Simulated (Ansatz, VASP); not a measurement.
AlN in VASP and in Ansatz

Contents of INCAR:

```
PREC = Accurate
ENCUT = 520
EDIFF = 1E-6
ISMEAR = -1
SIGMA = 0.04
LREAL = F
LASPH = T
NELM = 80
ALGO = Normal
ISIF = 2
LWAVE = F
LCHARG = F
GGA = PE
NBANDS = 11
```

Contents of KPOINTS:

```
Automatic mesh
0
Gamma
  4 4 4
```

Contents of POSCAR:

```
AlN
1.0
    0.0000000000      2.1839935596      2.1839935596
    2.1839935596      0.0000000000      2.1839935596
    2.1839935596      2.1839935596      0.0000000000
Al N
1 1
Direct
    0.0000000000      0.0000000000      0.0000000000
    0.2500000000      0.2500000000      0.2500000000
```

The input input.yaml:

```yaml
crystal:
  lattice:
    - [0.0, 2.1839935596, 2.1839935596]
    - [2.1839935596, 0.0, 2.1839935596]
    - [2.1839935596, 2.1839935596, 0.0]
  atoms:
    - { symbol: Al, position: [0.0, 0.0, 0.0] }
    - { symbol: "N", position: [0.25, 0.25, 0.25] }
kpoints:
  mp_grid: { grid: [4, 4, 4] }
scf:
  occupations: { method: fermi_dirac, width: 0.04 }
hamiltonian:
  xc: pbe
  pseudopotentials: { kind: all_electron, lapw: { basis_error: 0.003 } }
output:
  forces: true
  stress: true
  eigenvalues: true
```

Alike in both runs: task single point; functional PBE; k mesh 4 × 4 × 4; occupations fermi-dirac, width 0.04 eV; no spin polarisation.

```csv
,VASP,Ansatz
version,VASP 6.6.1,Ansatz 0.2.0
potentials or method,"VASP PAW PBE potentials, release 64 (Al, N), cutoff 520 eV","all-electron LAPW, scalar-relativistic"
```

VASP gave:

```
gap on the k mesh at the Fermi level (eV) : 3.29
least direct gap on the mesh (eV)         : 4.18
pressure (GPa)                            : 4.6
```

Problem. What did Ansatz give for the same quantities?

Solution. gap on the k mesh at the Fermi level (eV): 3.29; least direct gap on the mesh (eV): 4.18; pressure (GPa): 4.8.

Ansatz ran all-electron here, and VASP with PAW potentials.

The k mesh is coarse, so the values compare programs but aren't converged.
